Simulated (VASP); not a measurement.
Wanted: the native input for a VASP 6.6.1 run.

```yaml
Task: single point
Functional: PBEsol
Potentials_or_basis: VASP PAW PBE potentials, release 64 (Sb)
Cutoff: 520 eV
k_mesh: 12 × 12 × 12
Occupations: gaussian, width 0.15 eV
Spin: no spin polarisation
Dipole_correction: no
Further_INCAR_settings: ALGO = Normal; EDIFF = 1e-06; NBANDS = 12
```

The structure of Sb lies in POSCAR:

```
Sb
1.0
    2.0860823220      1.2044001902      3.6878400000
   -2.0860823220      1.2044001902      3.6878400000
    0.0000000000     -2.4088003803      3.6878400000
Sb
2
Direct
    0.2336400000      0.2336400000      0.2336400000
    0.7663600000      0.7663600000      0.7663600000
```

This cell differs from its parent crystal: strain -0.030 along x and y, -0.015 along z.

The input as run:

INCAR

```
PREC = Accurate
ENCUT = 520
EDIFF = 1E-6
ISMEAR = 0
SIGMA = 0.15
LREAL = F
LASPH = T
NELM = 80
ALGO = Normal
ISIF = 2
LWAVE = F
LCHARG = F
GGA = PS
NBANDS = 12
```

KPOINTS

```
regular mesh
0
Gamma
  12 12 12
```

Potentials or basis: VASP PAW PBE potentials, release 64 (Sb).

Run with:

```sh
$ cat potpaw_PBE.64/Sb/POTCAR > POTCAR
$ mpirun -np 1 vasp_std > vasp.out
```

Results of the run:

```
Pressure               : 6.2 GPa
Largest force          : 0.691 eV/Å
Band gap on the k mesh : zero (bands 5 and 6 overlap by 0.48 eV)
```

Caveat: the cell differs from its parent crystal (strain -0.030 along x and y, -0.015 along z); the cell stands under pressure; the PAW data sets were made with another functional, which shifts forces and pressure a little; spin-orbit coupling is left out, which moves the levels of the heavy elements.

It took 2.3 min on 1 thread of Intel Xeon 8259CL (shared host), peak memory 0.27 GiB.
